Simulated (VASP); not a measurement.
# Ni: single point with LDA

The system is Ni.

```
CELL_PARAMETERS angstrom
0.00000 1.71236 1.71236
1.71236 0.00000 1.71236
1.71236 1.71236 0.00000
ATOMIC_POSITIONS crystal
Ni 0.00000 0.00000 0.00000
```

- Program: VASP 6.6.1
- Task: single point
- Functional: LDA
- Potentials or basis: VASP PAW LDA potentials, release 64 (Ni)
- Cutoff: 520 eV
- k mesh: 18 × 18 × 18
- Occupations: fermi-dirac, width 0.08 eV
- Spin: collinear spin, ferromagnetic start
- Starting moments: [1.0] μB

The pressure is -0.2 GPa, the net moment is 0.58 μB per cell and the site moments are Ni +0.58 μB. The valence electrons inside the program's atomic spheres are Ni 9.47.

Levels at points of the mesh, in eV from the Fermi level:
Spin up:
```
           k point  band 2  band 3  band 4  band 5  band 6  band 7  band 8  band 9
(0.00, 0.00, 0.00)   -2.54   -2.54   -2.54   -1.25   -1.25   24.46   28.86   28.86
(0.50, 0.00, 0.00)   -2.55   -2.55   -0.46   -0.46   -0.39    6.34   22.94   26.00
(0.50, 0.50, 0.00)   -4.55   -0.44   -0.29   -0.29    2.52   10.04   15.54   15.54
```
Spin down:
| k point | band 2 | band 3 | band 4 | band 5 | band 6 | band 7 | band 8 | band 9 |
| --- | --- | --- | --- | --- | --- | --- | --- | --- |
| (0.00, 0.00, 0.00) | -1.95 | -1.95 | -1.95 | -0.70 | -0.70 | 24.45 | 28.91 | 28.91 |
| (0.50, 0.00, 0.00) | -2.02 | -2.02 | -0.35 | 0.17 | 0.17 | 6.71 | 22.93 | 26.11 |
| (0.50, 0.50, 0.00) | -4.06 | 0.13 | 0.39 | 0.39 | 2.57 | 10.31 | 15.62 | 15.62 |

Run time: 71 s on 1 thread of Intel Xeon 8259CL, on a shared host, peak memory 0.15 GiB.
